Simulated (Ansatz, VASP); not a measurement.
**Cu: VASP beside Ansatz**

The input INCAR:

```
  PREC = Accurate
  ENCUT = 520
  EDIFF = 1E-7
  ISMEAR = -1
  SIGMA = 0.01
  LREAL = F
  LASPH = T
  NELM = 60
  ALGO = Normal
  ISIF = 2
  LWAVE = F
  LCHARG = F
  GGA = PS
  NBANDS = 18
```

KPOINTS

```
regular mesh
0
Gamma
  13 13 7
```

File POSCAR:

```
Cu
1.0
    2.5340970000      0.0000000000      0.0000000000
   -1.2670480000      2.1945920000      0.0000000000
    0.0000000000      0.0000000000      4.1125710000
Cu
2
Direct
    0.3333333333      0.6666666667      0.2500000000
    0.6666666667      0.3333333333      0.7500000000
```

Input for Ansatz:

```yaml
crystal:
  lattice:
    - [2.534097, 0.0, 0.0]
    - [-1.267048, 2.194592, 0.0]
    - [0.0, 0.0, 4.112571]
  atoms:
    - { symbol: Cu, position: [0.3333333333333333, 0.6666666666666666, 0.25] }
    - { symbol: Cu, position: [0.6666666666666666, 0.3333333333333333, 0.75] }
kpoints:
  mp_grid:
    grid: [13, 13, 7]
hamiltonian:
  xc: pbesol
  pseudopotentials:
    kind: all_electron
    lapw: {}
scf:
  max_iter: 150
  convergence:
    dr2_threshold: 1.0e-07
  mixing:
    algorithm: anderson
    beta: 0.4
    ndim: 8
  occupations:
    method: fermi_dirac
    width: 0.01
output:
  forces: true
  stress: true
  eigenvalues: true
```

Alike in both runs: task single point; functional PBEsol; k mesh 13 × 13 × 7; occupations fermi-dirac, width 0.01 eV; no spin polarisation.

|  | VASP | Ansatz |
| --- | --- | --- |
| version | VASP 6.6.1 | Ansatz 0.2.0 |
| potentials or method | VASP PAW PBE potentials, release 64 (Cu), cutoff 520 eV | all-electron (LAPW or listed datasets) |

```csv
,VASP,Ansatz,Ansatz less VASP
gap on the k mesh at the Fermi level (eV),none,none,-
pressure (GPa),-1.1,-1.8,-0.71
"traceless stress, the component that is largest in VASP (GPa)",2.45,2.47,+0.020
```

VASP's potentials were made for PBE, not for PBEsol. A gap of «none» marks a metal or a gap that the smearing closes. Ansatz ran all-electron here, and VASP with PAW potentials.
